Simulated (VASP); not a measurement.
# BAs (t.b) (F-43m) in VASP: single point with PBE

Aim: the single point of BAs (t.b) with PBE.

All numbers are computed with VASP 6.6.1; they aren't measurements. Logs are shortened: lines on timing, memory, paths and dates and some standing lists are left out, and cuts for length are marked.

**1. The cell of the first run**

It takes space group F-43m (No. 216, cubic). Conventional cell: a = 4.809 Å, b = 4.809 Å, c = 4.809 Å, α = 90.00°, β = 90.00°, γ = 90.00°. B (site symmetry -43m) has 4 As at 2.08 Å within 2.8 Å. Within 2.8 Å of As (site symmetry -43m) lie 4 B at 2.08 Å.

**2. Single point, PBE**

INCAR

```
PREC     = Accurate       # precision mode
ENCUT    = 500            # plane-wave cutoff, eV
EDIFF    = 1E-6           # SCF threshold, eV
ISMEAR   = 0              # smearing method
SIGMA    = 0.02           # smearing width, eV
LREAL    = F              # projectors in reciprocal space
LASPH    = T              # aspherical terms in the spheres
NELM     = 120            # most SCF steps
ALGO     = Normal         # electronic algorithm
ISIF     = 2              # what is computed and relaxed
LWAVE    = F              # write WAVECAR
LCHARG   = T              # write CHGCAR
GGA      = PE             # functional
LELF     = T              # ELF
LVHAR    = T            
NBANDS   = 11             # bands
GGA_COMPAT= F
```

KPOINTS

```
regular mesh
0
Gamma
  10 10 10
```

POSCAR

```
BAs
1.0
    0.0000000000      2.4045448347      2.4045448347
    2.4045448347      0.0000000000      2.4045448347
    2.4045448347      2.4045448347      0.0000000000
B As
1 1
Direct
    0.0000000000      0.0000000000      0.0000000000
    0.2500000000      0.2500000000      0.2500000000
```

Potentials or basis: VASP PAW PBE potentials, release 64 (B, As).

Command:

```bash
$ cat potpaw_PBE.64/B/POTCAR potpaw_PBE.64/As/POTCAR > POTCAR
$ mpirun -np 1 vasp_std > vasp.out
```

OUTCAR:

```text
PREC = Accurate
   ENCUT = 500
   EDIFF = 1E-6
   ISMEAR = 0
   LREAL = F
   LASPH = T
   NELM = 120
   ISIF = 2
   GGA = PE

 ion  position               nearest neighbor table
   1  0.000  0.000  0.000-   2 2.08   2 2.08   2 2.08   2 2.08
   2  0.250  0.250  0.250-   1 2.08   1 2.08   1 2.08   1 2.08

  LATTYP: Found a face centered cubic cell.
 ALAT       =     4.8090896694

  Lattice vectors:

 A1 = (   0.0000000000,   2.4045448347,   2.4045448347)
 A2 = (   2.4045448347,   0.0000000000,   2.4045448347)
 A3 = (   2.4045448347,   2.4045448347,   0.0000000000)

Analysis of symmetry for initial positions (statically):
=====================================================================
 Subroutine PRICEL returns:
 Original cell was already a primitive cell.

 Routine SETGRP: Setting up the symmetry group for a
 face centered cubic supercell.

 Subroutine GETGRP returns: Found 24 space group operations
 (whereof 24 operations were pure point group operations)
 out of a pool of 48 trial point group operations.

The static configuration has the point symmetry T_d .

Analysis of symmetry for dynamics (positions and initial velocities):
=====================================================================
 Subroutine PRICEL returns:
 Original cell was already a primitive cell.

 Routine SETGRP: Setting up the symmetry group for a
 face centered cubic supercell.

 Subroutine GETGRP returns: Found 24 space group operations
 (whereof 24 operations were pure point group operations)
 out of a pool of 48 trial point group operations.

The dynamic configuration has the point symmetry T_d .

 Subroutine INISYM returns: Found 24 space group operations
 (whereof 24 operations are pure point group operations),
 and found     1 'primitive' translations

----------------------------------------------------------------------------------------

                                     Primitive cell

  volume of cell :      27.8054

  direct lattice vectors                    reciprocal lattice vectors
     0.000000000  2.404544835  2.404544835    -0.207939562  0.207939562  0.207939562
     2.404544835  0.000000000  2.404544835     0.207939562 -0.207939562  0.207939562
     2.404544835  2.404544835  0.000000000     0.207939562  0.207939562 -0.207939562

  length of vectors
     3.400539917  3.400539917  3.400539917     0.360161886  0.360161886  0.360161886

  position of ions in fractional coordinates (direct lattice)
     0.000000000  0.000000000  0.000000000
     0.250000000  0.250000000  0.250000000

  ion indices of the primitive-cell ions
   primitive index   ion index
                 1           1
                 2           2

----------------------------------------------------------------------------------------

 KPOINTS: regular mesh

Automatic generation of k-mesh.
 Grid dimensions read from file:
 generate k-points for:   10   10   10

 Generating k-lattice:

  Cartesian coordinates                     Fractional coordinates (reciprocal lattice)
    -0.020793956  0.020793956  0.020793956     0.100000000  0.000000000  0.000000000
     0.020793956 -0.020793956  0.020793956     0.000000000  0.100000000  0.000000000
     0.020793956  0.020793956 -0.020793956     0.000000000  0.000000000  0.100000000

  Length of vectors
     0.036016189  0.036016189  0.036016189

  Shift w.r.t. Gamma in fractional coordinates (k-lattice)
     0.000000000  0.000000000  0.000000000

 Subroutine IBZKPT returns following result:
 ===========================================

 Found     47 irreducible k-points:

 Following reciprocal coordinates:
            Coordinates               Weight
  0.000000  0.000000  0.000000      1.000000
  0.100000  0.000000  0.000000      8.000000
  0.200000  0.000000  0.000000      8.000000
  0.300000  0.000000  0.000000      8.000000
  0.400000  0.000000  0.000000      8.000000
  0.500000  0.000000  0.000000      4.000000
[... 16 lines left out ...]
  0.300000  0.300000  0.000000      6.000000
  0.400000  0.300000  0.000000     24.000000
 [... further k-points ...]
   k-points           NKPTS =     47   k-points in BZ     NKDIM =     47   number of bands    NBANDS=     11
   number of dos      NEDOS =    301   number of ions     NIONS =      2
   total plane-waves  NPLWV =  21952
   dimension x,y,z NGX =    28 NGY =   28 NGZ =   28
   dimension x,y,z NGXF=    56 NGYF=   56 NGZF=   56
   ions per type =               1   1
   NGX,Y,Z   is equivalent  to a cutoff of  13.69, 13.69, 13.69 a.u.
   NGXF,Y,Z  is equivalent  to a cutoff of  27.38, 27.38, 27.38 a.u.
 SYSTEM =  unknown system
   PREC   = accura    normal or accurate (medium, high low for compatibility)
   ISTART =      0    job   : 0-new  1-cont  2-samecut
   ICHARG =      2    charge: 1-file 2-atom 10-const
   ISPIN  =      1    spin polarized calculation?
   LNONCOLLINEAR =      F non collinear calculations
   LSORBIT =      F    spin-orbit coupling
   LASPH  =      T    aspherical Exc in radial PAW
   ENCUT  =  500.0 eV  36.75 Ry    6.06 a.u.   6.20  6.20  6.20*2*pi/ulx,y,z
   NELM   =    120;   NELMIN=  2; NELMDL= -5     # of ELM steps
   EDIFF  = 0.1E-05   stopping-criterion for ELM
   LREAL  =      F    real-space projection
   EDIFFG = 0.1E-04   stopping-criterion for IOM
   NSW    =      0    number of steps for IOM
   IBRION =     -1    ionic relax: 0-MD 1-quasi-New 2-CG
   NFREE  =      0    steps in history (QN), initial steepest desc. (CG)
   ISIF   =      2    stress and relaxation
   ISYM   =      2    0-nonsym 1-usesym 2-fastsym
   POTIM  = 0.5000    time-step for ionic-motion
   TEBEG  =    0.0;   TEEND  =   0.0 temperature during run
   PSTRESS=    0.0 pullay stress
   NELECT =       8.0000    total number of electrons
   NUPDOWN=      -1.0000    fix difference up-down
   EMIN   =  10.00;   EMAX   =-10.00  energy-range for DOS
   EFERMI =   0.00;   METHOD = LEGACY
   ISMEAR =     0;   SIGMA  =   0.02  broadening in eV -4-tet -1-fermi 0-gaus
   EFERMI_NEDOS =   21; number of points for ismear=-14 and -15
   IALGO  =     38    algorithm
   IMIX   =      4    mixing-type and parameters
     AMIX     =   0.40;   BMIX     =  1.00
     AMIX_MAG =   1.60;   BMIX_MAG =  1.00
  volume/ion in A,a.u.               =      13.90        93.82
  Fermi-wavevector in a.u.,A,eV,Ry     =   1.080758  2.042337 15.892131  1.168039
  Thomas-Fermi vector in A             =   2.216758
   LORBIT       =      0    0 simple, 1 ext, 2 COOP (PROOUT), +10 PAW based schemes
   GGA     = PE    functional components
   LHFCALC =     F    Hartree Fock is set to
   AEXX    =    0.0000 exact exchange contribution
   IVDW    =     0    specifies the selected vdW correction
   LEPSILON=     F    determine dielectric tensor
   LRPA    =     F    only Hartree local field effects (RPA)
 non-spin polarized calculation
 Gauss-broadening in eV      SIGMA  =   0.02
  energy-cutoff  :      500.00
  volume of cell :       27.81
 maximum number of plane-waves:       725
 NGX is ok and might be reduce to    28
   NGX = 13   NGY = 13   NGZ = 13

 number of electron       8.0000000 magnetization

 Free energy of the ion-electron system (eV)
  ---------------------------------------------------
  ext. energy  EPLUGINS =         0.00000000
  ---------------------------------------------------
  free energy    TOTEN  =       -11.41314885 eV

  energy without entropy =      -11.41314885  energy(sigma->0) =      -11.41314885

 E-fermi :   6.0352     XC(G=0): -10.4974

 val. band max:        5.9065133768   @ k =   0.0000   0.0000   0.0000
 cond. band min:       7.1025557477   @ k =   0.4000   0.4000   0.0000
 fundamental gap:      1.1960423709
 Fermi energy:         6.0351553920

 k-point     1 :       0.0000    0.0000    0.0000
  band No.  band energies     occupation
      1      -9.3130      2.00000
      2       5.9065      2.00000
      3       5.9065      2.00000
      4       5.9065      2.00000
      5       9.1581      0.00000
      6       9.1581      0.00000
      7       9.1581      0.00000
      8      10.3393      0.00000
      9      15.3928      0.00000
     10      18.7763      0.00000
     11      18.7763      0.00000

 k-point     2 :       0.1000    0.0000    0.0000
  band No.  band energies     occupation
      1      -9.1518      2.00000
      2       4.5227      2.00000
      3       5.6119      2.00000
      4       5.6119      2.00000
      5       9.2612      0.00000
      6       9.5468      0.00000
      7       9.5468      0.00000
      8      11.2587      0.00000
      9      16.0237      0.00000
     10      17.7336      0.00000
     11      17.7336      0.00000

 k-point     3 :       0.2000    0.0000    0.0000
  band No.  band energies     occupation
      1      -8.6768      2.00000
      2       2.1899      2.00000
      3       5.0486      2.00000
      4       5.0486      2.00000
      5       9.0158      0.00000
      6      10.2531      0.00000
      7      10.2531      0.00000
      8      12.9242      0.00000
      9      17.0191      0.00000
     10      17.0239      0.00000
     11      17.0239      0.00000

 k-point     4 :       0.3000    0.0000    0.0000
  band No.  band energies     occupation
      1      -7.9251      2.00000
      2      -0.0636      2.00000
      3       4.5493      2.00000
      4       4.5493      2.00000
      5       8.7335      0.00000
      6      10.6594      0.00000
      7      10.6594      0.00000
      8      14.2401      0.00000
      9      17.1384      0.00000
     10      17.4524      0.00000
     11      17.4524      0.00000
[... 239 lines left out ...]
 k-point    22 :      -0.2000    0.2000    0.0000
  band No.  band energies     occupation
      1      -7.6669      2.00000
      2       0.4883      2.00000
      3       1.9179      2.00000
      4       4.6378      2.00000
      5       9.7636      0.00000
      6      10.9714      0.00000
      7      11.8343      0.00000
      8      12.8130      0.00000
      9      15.7626      0.00000
     10      18.4026      0.00000
     11      19.8806      0.00000

 k-point    23 :       0.3000    0.3000    0.0000
  band No.  band energies     occupation
      1      -7.4346      2.00000
      2       0.7213      2.00000
      3       2.7844      2.00000
      4       2.7844      2.00000
      5       7.3160      0.00000
      6       9.5520      0.00000
      7      14.2333      0.00000
      8      14.2333      0.00000
      9      16.7262      0.00000
     10      20.7416      0.00000
     11      20.8974      0.00000

 k-point    24 :       0.4000    0.3000    0.0000
  band No.  band energies     occupation
      1      -6.7236      2.00000
      2      -0.4976      2.00000
      3       2.0131      2.00000
      4       2.4928      2.00000
      5       7.6131      0.00000
      6       9.2947      0.00000
      7      14.6002      0.00000
      8      14.8437      0.00000
      9      17.7856      0.00000
     10      21.4686      0.00000
     11      21.6479      0.00000

 [... further k-points ...]

------------------------ aborting loop because EDIFF is reached ----------------------------------------

  FORCE on cell =-STRESS in cart. coord.  units (eV):
  Direction    XX          YY          ZZ          XY          YZ          ZX
  --------------------------------------------------------------------------------------
  -------------------------------------------------------------------------------------
  Total        0.1064525      0.1064525      0.1064525      0.0000000      0.0000000     -0.0000000
  in kB        6.1339153      6.1339153      6.1339153      0.0000000      0.0000000     -0.0000000
  external PRESSURE =       6.1339153 kB  Pullay stress =       0.0000000 kB

 VOLUME and BASIS-vectors are now :
 -----------------------------------------------------------------------------
  energy-cutoff  :      500.00
  volume of cell :       27.81
      direct lattice vectors                 reciprocal lattice vectors
     0.000000000  2.404544835  2.404544835    -0.207939562  0.207939562  0.207939562
     2.404544835  0.000000000  2.404544835     0.207939562 -0.207939562  0.207939562
     2.404544835  2.404544835  0.000000000     0.207939562  0.207939562 -0.207939562

 POSITION                                       TOTAL-FORCE (eV/Angst)
 -----------------------------------------------------------------------------------
      0.00000      0.00000      0.00000         0.000000      0.000000      0.000000
      1.20227      1.20227      1.20227        -0.000000     -0.000000     -0.000000
 -----------------------------------------------------------------------------------
    total drift:                               -0.000000     -0.000000     -0.000000

  FREE ENERGIE OF THE ION-ELECTRON SYSTEM (eV)
  ---------------------------------------------------
  free  energy   TOTEN  =       -11.4131488470 eV

  energy  without entropy=      -11.4131488470  energy(sigma->0) =      -11.41314885
```

Run time: 14 s. Hardware: 1 thread of Intel Xeon Platinum 8375C at 2.90GHz (Ice Lake), shared host; peak memory 0.16 GiB.

What came out:

* Free energy: -11.4131 eV
* Pressure: 0.6 GPa
* Band gap on the k mesh: 1.20 eV, indirect (least direct gap 3.25 eV)

A k mesh can miss the band edges. A hybrid or GW would open this gap; PBE tends to underestimate it.
